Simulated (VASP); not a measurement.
# W in VASP: notebook

The runs below take W through single point, with r2SCAN.

Program: VASP 6.6.1. These are calculated values, not measurements. Logs are shortened: lines on timing, memory, paths and dates and some standing lists are left out, and cuts for length are marked.

**1. The cell of the first run**

The structure is tetragonal, space group I4/mmm (No. 139). The conventional cell has a = 3.184 Å, b = 3.184 Å, c = 3.105 Å, α = 90.00°, β = 90.00°, γ = 90.00°. W (site symmetry 4/mmm) has 14 W at 2.73 to 3.18 Å within 3.6 Å.

**2. Single point, r2SCAN (uniaxial strain along a: -2.0 %)**

POSCAR reads:

```
W
1.0
    3.1050330490      0.0000000000      0.0000000000
    0.0000000000      3.1842430758      0.0000000000
    0.0000000000      0.0000000000      3.1842430758
W
2
Direct
    0.0000000000      0.0000000000      0.0000000000
    0.5000000000      0.5000000000      0.5000000000
```

INCAR.step1 reads:

```
ALGO     = Normal         # electronic algorithm
EDIFF    = 1E-4           # SCF threshold, eV
ENCUT    = 520            # plane-wave cutoff, eV
GGA      = PE             # functional
ISMEAR   = 0              # smearing method
LASPH    = T              # aspherical terms in the spheres
LCHARG   = F              # write CHGCAR
LREAL    = F              # projectors in reciprocal space
LWAVE    = T              # write WAVECAR
NBANDS   = 21             # bands
NELM     = 80             # most SCF steps
PREC     = Accurate       # precision mode
SIGMA    = 0.1            # smearing width, eV
```

INCAR.step2 reads:

```
ALGO     = Normal         # electronic algorithm
EDIFF    = 1E-6           # SCF threshold, eV
ENCUT    = 520            # plane-wave cutoff, eV
ISIF     = 2              # what is computed and relaxed
ISMEAR   = 0              # smearing method
ISTART   = 1            
LASPH    = T              # aspherical terms in the spheres
LCHARG   = F              # write CHGCAR
LMIXTAU  = T            
LREAL    = F              # projectors in reciprocal space
LWAVE    = F              # write WAVECAR
METAGGA  = R2SCAN         # meta-GGA
NBANDS   = 21             # bands
NELM     = 80             # most SCF steps
PREC     = Accurate       # precision mode
SIGMA    = 0.1            # smearing width, eV
```

KPOINTS reads:

```
k-points
0
Gamma
  16 16 16
```

Potentials or basis: VASP PAW PBE potentials, release 64 (W_sv).

Command:

```sh
> cat potpaw_PBE.64/W_sv/POTCAR > POTCAR
> cp INCAR.step1 INCAR
> mpirun -np 1 vasp_std > vasp.out
> cp INCAR.step2 INCAR
> mpirun -np 1 vasp_std > vasp.out
```

OUTCAR:

```text
EDIFF = 1E-6
   ENCUT = 520
   ISIF = 2
   ISMEAR = 0
   ISTART = 1
   LASPH = T
   LREAL = F
   METAGGA = R2SCAN
   NELM = 80
   PREC = Accurate

 ion  position               nearest neighbor table
   1  0.000  0.000  0.000-   2 2.73   2 2.73   2 2.73   2 2.73   2 2.73   2 2.73   2 2.73   2 2.73

   2  0.500  0.500  0.500-   1 2.73   1 2.73   1 2.73   1 2.73   1 2.73   1 2.73   1 2.73   1 2.73

  LATTYP: Found a simple tetragonal cell.
 ALAT       =     3.1842430758
 C/A-ratio  =     0.9751243781

  Lattice vectors:

 A1 = (   0.0000000000,   3.1842430758,   0.0000000000)
 A2 = (   0.0000000000,   0.0000000000,   3.1842430758)
 A3 = (   3.1050330490,   0.0000000000,   0.0000000000)

Analysis of symmetry for initial positions (statically):
=====================================================================
 Subroutine PRICEL returns following result:

  LATTYP: Found a body centered tetragonal cell.
 ALAT       =     3.1842430758
 C/A-ratio  =     0.9751243781

  Lattice vectors:

 A1 = (  -1.5525165245,   1.5921215379,   1.5921215379)
 A2 = (  -1.5525165245,  -1.5921215379,  -1.5921215379)
 A3 = (   1.5525165245,  -1.5921215379,   1.5921215379)

   2 primitive cells build up your supercell.

 Routine SETGRP: Setting up the symmetry group for a
 simple tetragonal supercell.

 Subroutine GETGRP returns: Found 16 space group operations
 (whereof 16 operations were pure point group operations)
 out of a pool of 16 trial point group operations.

The static configuration has the point symmetry D_4h.

Analysis of symmetry for dynamics (positions and initial velocities):
=====================================================================
 Subroutine PRICEL returns following result:

  LATTYP: Found a body centered tetragonal cell.
 ALAT       =     3.1842430758
 C/A-ratio  =     0.9751243781

  Lattice vectors:

 A1 = (  -1.5525165245,   1.5921215379,   1.5921215379)
 A2 = (  -1.5525165245,  -1.5921215379,  -1.5921215379)
 A3 = (   1.5525165245,  -1.5921215379,   1.5921215379)

   2 primitive cells build up your supercell.

 Routine SETGRP: Setting up the symmetry group for a
 simple tetragonal supercell.

 Subroutine GETGRP returns: Found 16 space group operations
 (whereof 16 operations were pure point group operations)
 out of a pool of 16 trial point group operations.

The dynamic configuration has the point symmetry D_4h.

 Subroutine INISYM returns: Found 16 space group operations
 (whereof 16 operations are pure point group operations),
 and found     2 'primitive' translations

----------------------------------------------------------------------------------------

                                     Primitive cell

  volume of cell :      15.7416

  direct lattice vectors                    reciprocal lattice vectors
    -1.552516525  1.592121538  1.592121538    -0.322057764  0.000000000  0.314046377
    -1.552516525 -1.592121538 -1.592121538    -0.322057764 -0.314046377  0.000000000
     1.552516525 -1.592121538  1.592121538     0.000000000 -0.314046377  0.314046377

  length of vectors
     2.734960611  2.734960611  2.734960611     0.449829223  0.449829223  0.444128645

  position of ions in fractional coordinates (direct lattice)
     0.000000000  0.000000000  0.000000000

  ion indices of the primitive-cell ions
   primitive index   ion index
                 1           1

----------------------------------------------------------------------------------------

 KPOINTS: k-points

Automatic generation of k-mesh.
 Grid dimensions read from file:
 generate k-points for:   16   16   16

 Generating k-lattice:

  Cartesian coordinates                     Fractional coordinates (reciprocal lattice)
     0.020128610  0.000000000  0.000000000     0.062500000  0.000000000  0.000000000
     0.000000000  0.019627899  0.000000000     0.000000000  0.062500000  0.000000000
     0.000000000  0.000000000  0.019627899     0.000000000  0.000000000  0.062500000

  Length of vectors
     0.020128610  0.019627899  0.019627899

  Shift w.r.t. Gamma in fractional coordinates (k-lattice)
     0.000000000  0.000000000  0.000000000

 Subroutine IBZKPT returns following result:
 ===========================================

 Found    405 irreducible k-points:

 Following reciprocal coordinates:
            Coordinates               Weight
  0.000000  0.000000  0.000000      1.000000
  0.062500  0.000000  0.000000      2.000000
  0.125000  0.000000  0.000000      2.000000
  0.187500  0.000000  0.000000      2.000000
  0.250000  0.000000  0.000000      2.000000
  0.312500  0.000000  0.000000      2.000000
[... 16 lines left out ...]
  0.250000  0.125000  0.000000      8.000000
  0.312500  0.125000  0.000000      8.000000
 [... further k-points ...]
   k-points           NKPTS =    405   k-points in BZ     NKDIM =    405   number of bands    NBANDS=     21
   number of dos      NEDOS =    301   number of ions     NIONS =      2
   total plane-waves  NPLWV =  13824
   dimension x,y,z NGX =    24 NGY =   24 NGZ =   24
   dimension x,y,z NGXF=    48 NGYF=   48 NGZF=   48
   ions per type =               2
   NGX,Y,Z   is equivalent  to a cutoff of  12.85, 12.53, 12.53 a.u.
   NGXF,Y,Z  is equivalent  to a cutoff of  25.70, 25.06, 25.06 a.u.
 SYSTEM =  unknown system
   PREC   = accura    normal or accurate (medium, high low for compatibility)
   ISTART =      1    job   : 0-new  1-cont  2-samecut
   ICHARG =      0    charge: 1-file 2-atom 10-const
   ISPIN  =      1    spin polarized calculation?
   LNONCOLLINEAR =      F non collinear calculations
   LSORBIT =      F    spin-orbit coupling
   LASPH  =      T    aspherical Exc in radial PAW
   ENCUT  =  520.0 eV  38.22 Ry    6.18 a.u.   5.77  5.92  5.92*2*pi/ulx,y,z
   NELM   =     80;   NELMIN=  2; NELMDL=  0     # of ELM steps
   EDIFF  = 0.1E-05   stopping-criterion for ELM
   LREAL  =      F    real-space projection
   EDIFFG = 0.1E-04   stopping-criterion for IOM
   NSW    =      0    number of steps for IOM
   IBRION =     -1    ionic relax: 0-MD 1-quasi-New 2-CG
   NFREE  =      0    steps in history (QN), initial steepest desc. (CG)
   ISIF   =      2    stress and relaxation
   ISYM   =      2    0-nonsym 1-usesym 2-fastsym
   POTIM  = 0.5000    time-step for ionic-motion
   TEBEG  =    0.0;   TEEND  =   0.0 temperature during run
   PSTRESS=    0.0 pullay stress
   NELECT =      28.0000    total number of electrons
   NUPDOWN=      -1.0000    fix difference up-down
   EMIN   =  10.00;   EMAX   =-10.00  energy-range for DOS
   EFERMI =   0.00;   METHOD = LEGACY
   ISMEAR =     0;   SIGMA  =   0.10  broadening in eV -4-tet -1-fermi 0-gaus
   EFERMI_NEDOS =   21; number of points for ismear=-14 and -15
   IALGO  =     38    algorithm
   IMIX   =      4    mixing-type and parameters
     AMIX     =   0.40;   BMIX     =  1.00
     AMIX_MAG =   1.60;   BMIX_MAG =  1.00
  volume/ion in A,a.u.               =      15.74       106.23
  Fermi-wavevector in a.u.,A,eV,Ry     =   1.574350  2.975090 33.723100  2.478578
  Thomas-Fermi vector in A             =   2.675497
   LORBIT       =      0    0 simple, 1 ext, 2 COOP (PROOUT), +10 PAW based schemes
   METAGGA = R2SCAN    functional components
   LHFCALC =     F    Hartree Fock is set to
   AEXX    =    0.0000 exact exchange contribution
   IVDW    =     0    specifies the selected vdW correction
   LEPSILON=     F    determine dielectric tensor
   LRPA    =     F    only Hartree local field effects (RPA)
 non-spin polarized calculation
 Gauss-broadening in eV      SIGMA  =   0.10
  energy-cutoff  :      520.00
  volume of cell :       31.48
 maximum number of plane-waves:       872
 NGX is ok and might be reduce to    24
   NGX = 11   NGY = 11   NGZ = 11

 number of electron      27.9999998 magnetization

 Free energy of the ion-electron system (eV)
  ---------------------------------------------------
  ext. energy  EPLUGINS =         0.00000000
  ---------------------------------------------------
  free energy    TOTEN  =      -102.68280043 eV

  energy without entropy =     -102.67783926  energy(sigma->0) =     -102.68031985

 E-fermi :  11.4133     XC(G=0): -15.0050

 val. band max:       11.4081421999   @ k =   0.4375   0.1250   0.0625
 cond. band min:      11.4144056220   @ k =   0.5000   0.5000   0.1250
 fundamental gap:      0.0062634221
 Fermi energy:        11.4132924919

 k-point     1 :       0.0000    0.0000    0.0000
  band No.  band energies     occupation
      1     -64.7153      2.00000
      2     -64.4448      2.00000
      3     -28.5666      2.00000
      4     -28.5666      2.00000
      5     -28.4870      2.00000
      6     -27.5672      2.00000
[... 13 lines left out ...]
     20      19.7529      0.00000
     21      19.7529      0.00000

 k-point     2 :       0.0625    0.0000    0.0000
  band No.  band energies     occupation
      1     -64.7123      2.00000
      2     -64.4469      2.00000
      3     -28.5566      2.00000
      4     -28.5566      2.00000
      5     -28.4897      2.00000
      6     -27.5778      2.00000
[... 13 lines left out ...]
     20      20.1395      0.00000
     21      20.3963      0.00000

 k-point     3 :       0.1250    0.0000    0.0000
  band No.  band energies     occupation
      1     -64.7033      2.00000
      2     -64.4532      2.00000
      3     -28.5270      2.00000
      4     -28.5270      2.00000
      5     -28.4966      2.00000
      6     -27.6405      2.00000
[... 13 lines left out ...]
     20      19.2733      0.00000
     21      21.7369      0.00000
[... 457 lines left out ...]
 k-point    23 :       0.2500    0.1250    0.0000
  band No.  band energies     occupation
      1     -64.6610      2.00000
      2     -64.4840      2.00000
      3     -28.6333      2.00000
      4     -28.3856      2.00000
      5     -28.2633      2.00000
      6     -28.0275      2.00000
[... 13 lines left out ...]
     20      18.2889      0.00000
     21      23.5328      0.00000

 k-point    24 :       0.3125    0.1250    0.0000
  band No.  band energies     occupation
      1     -64.6396      2.00000
      2     -64.5005      2.00000
      3     -28.6328      2.00000
      4     -28.3127      2.00000
      5     -28.1836      2.00000
      6     -28.1618      2.00000
[... 13 lines left out ...]
     20      17.2559      0.00000
     21      24.8743      0.00000

 [... further k-points ...]
[... 5 lines left out ...]
  --------------------------------------------------------------------------------------
  -------------------------------------------------------------------------------------
  Total        2.0481094      0.4110279      0.4110279      0.0000000      0.0000000      0.0000000
  in kB      104.2281614     20.9171844     20.9171844      0.0000000      0.0000000      0.0000000
  external PRESSURE =      48.6875101 kB  Pullay stress =       0.0000000 kB

 VOLUME and BASIS-vectors are now :
 -----------------------------------------------------------------------------
  energy-cutoff  :      520.00
  volume of cell :       31.48
      direct lattice vectors                 reciprocal lattice vectors
     3.105033049  0.000000000  0.000000000     0.322057764  0.000000000  0.000000000
     0.000000000  3.184243076  0.000000000     0.000000000  0.314046377  0.000000000
     0.000000000  0.000000000  3.184243076     0.000000000  0.000000000  0.314046377

 POSITION                                       TOTAL-FORCE (eV/Angst)
 -----------------------------------------------------------------------------------
      0.00000      0.00000      0.00000         0.000000     -0.000000     -0.000000
      1.55252      1.59212      1.59212        -0.000000      0.000000      0.000000
 -----------------------------------------------------------------------------------
    total drift:                                0.000000      0.000000     -0.000000

  FREE ENERGIE OF THE ION-ELECTRON SYSTEM (eV)
  ---------------------------------------------------
  free  energy   TOTEN  =      -102.6828004332 eV

  energy  without entropy=     -102.6778392576  energy(sigma->0) =     -102.68031985
```

Run time: 6.7 min. Hardware: 1 thread of Intel Xeon Platinum 8259CL at 2.50GHz (Skylake/Cascade Lake), shared host; peak memory 0.31 GiB.

Results:

```
Free energy            : -102.6828 eV
Pressure               : 4.9 GPa
Band gap on the k mesh : zero (bands 14 and 15 overlap by 1.36 eV)
```

Levels at points of the mesh, in eV from the Fermi level:
| k point | band 10 | band 11 | band 12 | band 13 | band 14 | band 15 | band 16 | band 17 | band 18 | band 19 |
| --- | --- | --- | --- | --- | --- | --- | --- | --- | --- | --- |
| (0.00, 0.00, 0.00) | -6.14 | -6.07 | -1.55 | -1.19 | -1.19 | 2.30 | 2.79 | 5.34 | 5.34 | 5.44 |
| (0.50, 0.00, 0.00) | -5.41 | -2.80 | -2.80 | -0.76 | -0.76 | -0.76 | -0.76 | 1.28 | 1.28 | 4.25 |
| (0.00, 0.50, 0.00) | -5.60 | -2.92 | -2.92 | -0.68 | -0.68 | -0.40 | -0.40 | 1.47 | 1.47 | 3.64 |
| (0.50, 0.50, 0.00) | -6.63 | -3.93 | -3.93 | 0.61 | 0.61 | 2.50 | 2.50 | 3.59 | 3.59 | 6.40 |
| (0.00, 0.50, 0.50) | -6.64 | -3.55 | -3.55 | 0.39 | 0.39 | 2.08 | 2.08 | 3.31 | 3.31 | 6.33 |
| (0.50, 0.50, 0.50) | -3.28 | -3.28 | -3.28 | -3.11 | -3.11 | 3.52 | 3.52 | 3.73 | 3.73 | 7.29 |

Caveat: the cell differs from its parent crystal (uniaxial strain along a: -2.0 %); the cell stands under pressure; the PAW data sets were made with another functional, which shifts forces and pressure a little; spin-orbit coupling is left out, which moves the levels of the heavy elements.

**3. Single point, r2SCAN (uniaxial strain along a: -2.0 %, then relaxed in part)**

POSCAR reads:

```
W
1.0
    3.1050330490      0.0000000000      0.0000000000
    0.0000000000      3.1874888045      0.0000000000
    0.0000000000      0.0000000000      3.1874888045
W
2
Direct
    0.0000000000      0.0000000000      0.0000000000
    0.5000000000      0.5000000000      0.5000000000
```

INCAR.step1 reads:

```
  PREC = Accurate
  ENCUT = 520
  ISMEAR = 0
  SIGMA = 0.1
  LREAL = F
  LASPH = T
  NELM = 80
  NBANDS = 21
  GGA = PE
  ALGO = Normal
  EDIFF = 1E-4
  LWAVE = T
  LCHARG = F
```

INCAR.step2 reads:

```
  PREC = Accurate
  ENCUT = 520
  EDIFF = 1E-6
  ISMEAR = 0
  SIGMA = 0.1
  LREAL = F
  LASPH = T
  NELM = 80
  ALGO = Normal
  ISIF = 2
  LWAVE = F
  LCHARG = F
  METAGGA = R2SCAN
  LMIXTAU = T
  NBANDS = 21
  ISTART = 1
```

KPOINTS reads:

```
Automatic mesh
0
Gamma
  16 16 16
```

Potentials or basis: VASP PAW PBE potentials, release 64 (W_sv).

Command:

```sh
> cat potpaw_PBE.64/W_sv/POTCAR > POTCAR
> cp INCAR.step1 INCAR
> mpirun -np 1 vasp_std > vasp.out
> cp INCAR.step2 INCAR
> mpirun -np 1 vasp_std > vasp.out
```

Wall time 6.3 min (1 thread of Intel Xeon Platinum 8259CL at 2.50GHz (Skylake/Cascade Lake), shared host); peak memory 0.31 GiB.

Results (log left out):

| Property | Result |
| --- | --- |
| Free energy | -102.6835 eV |
| Pressure | 4.2 GPa |
| Band gap on the k mesh | zero (bands 14 and 15 overlap by 1.36 eV) |

Stress tensor (GPa, compression positive):
```
9.98 0.00 0.00
0.00 1.29 0.00
0.00 0.00 1.29
```

Levels at points of the mesh, in eV from the Fermi level:
| k point | band 12 | band 13 | band 14 | band 15 | band 16 | band 17 |
| --- | --- | --- | --- | --- | --- | --- |
| (0.00, 0.00, 0.00) | -1.56 | -1.18 | -1.18 | 2.29 | 2.80 | 5.32 |
| (0.50, 0.00, 0.00) | -2.79 | -0.76 | -0.76 | -0.76 | -0.76 | 1.27 |
| (0.00, 0.50, 0.00) | -2.91 | -0.68 | -0.68 | -0.39 | -0.39 | 1.47 |
| (0.50, 0.50, 0.00) | -3.92 | 0.60 | 0.60 | 2.50 | 2.50 | 3.60 |
| (0.00, 0.50, 0.50) | -3.53 | 0.38 | 0.38 | 2.06 | 2.06 | 3.30 |
| (0.50, 0.50, 0.50) | -3.28 | -3.10 | -3.10 | 3.51 | 3.51 | 3.73 |

Caveat: the cell differs from its parent crystal (uniaxial strain along a: -2.0 %, then relaxed in part); the cell stands under pressure; the PAW data sets were made with another functional, which shifts forces and pressure a little; spin-orbit coupling is left out, which moves the levels of the heavy elements.

**4. Single point, r2SCAN (uniaxial strain along a: -3.0 %)**

POSCAR reads:

```
W
1.0
    3.0733490383      0.0000000000      0.0000000000
    0.0000000000      3.1921640785      0.0000000000
    0.0000000000      0.0000000000      3.1921640785
W
2
Direct
    0.0000000000      0.0000000000      0.0000000000
    0.5000000000      0.5000000000      0.5000000000
```

INCAR.step1 reads:

```
SYSTEM = W
PREC = Accurate ; ENCUT = 520
ISMEAR = 0 ; SIGMA = 0.1
LREAL = .False. ; LASPH = .True.
NELM = 100 ; NBANDS = 21
GGA = PE ; ALGO = Normal
EDIFF = 1E-4 ; LWAVE = .True.
LCHARG = .False.
```

INCAR.step2 reads:

```
SYSTEM = W
PREC = Accurate ; ENCUT = 520
EDIFF = 1E-6 ; ISMEAR = 0
SIGMA = 0.1 ; LREAL = .False.
LASPH = .True. ; NELM = 100
ALGO = Normal ; ISIF = 2
LWAVE = .False. ; LCHARG = .False.
METAGGA = R2SCAN ; LMIXTAU = .True.
NBANDS = 21 ; ISTART = 1
```

KPOINTS reads:

```
regular mesh
0
Gamma
  16 16 16
  0 0 0
```

Command:

```sh
> cat potpaw_PBE.64/W_sv/POTCAR > POTCAR
> cp INCAR.step1 INCAR
> mpirun -np 1 vasp_std > vasp.out
> cp INCAR.step2 INCAR
> mpirun -np 1 vasp_std > vasp.out
```

It took 5 min on 1 thread of Intel Xeon Platinum 8488C (Sapphire Rapids), shared host; peak memory 0.31 GiB.

The run converged. Its results:

```
Free energy            : -102.6585 eV
Pressure               : 6.8 GPa
Band gap on the k mesh : zero (bands 14 and 15 overlap by 1.50 eV)
```

Stress tensor (GPa, compression positive):
```
15.85  0.00  0.00
 0.00  2.25  0.00
 0.00  0.00  2.25
```

Levels at points of the mesh, in eV from the Fermi level:
| k point | band 12 | band 13 | band 14 | band 15 | band 16 | band 17 |
| --- | --- | --- | --- | --- | --- | --- |
| (0.00, 0.00, 0.00) | -1.67 | -1.11 | -1.11 | 2.19 | 2.94 | 5.37 |
| (0.50, 0.00, 0.00) | -2.77 | -0.82 | -0.82 | -0.82 | -0.82 | 1.24 |
| (0.00, 0.50, 0.00) | -2.95 | -0.71 | -0.71 | -0.28 | -0.28 | 1.53 |
| (0.50, 0.50, 0.00) | -4.00 | 0.68 | 0.68 | 2.55 | 2.55 | 3.74 |
| (0.00, 0.50, 0.50) | -3.43 | 0.35 | 0.35 | 1.94 | 1.94 | 3.27 |
| (0.50, 0.50, 0.50) | -3.31 | -3.05 | -3.05 | 3.50 | 3.50 | 3.80 |

Caveat: the cell differs from its parent crystal (uniaxial strain along a: -3.0 %); the cell stands under pressure; the PAW data sets were made with another functional, which shifts forces and pressure a little; spin-orbit coupling is left out, which moves the levels of the heavy elements.

[end of part 1 of 2]
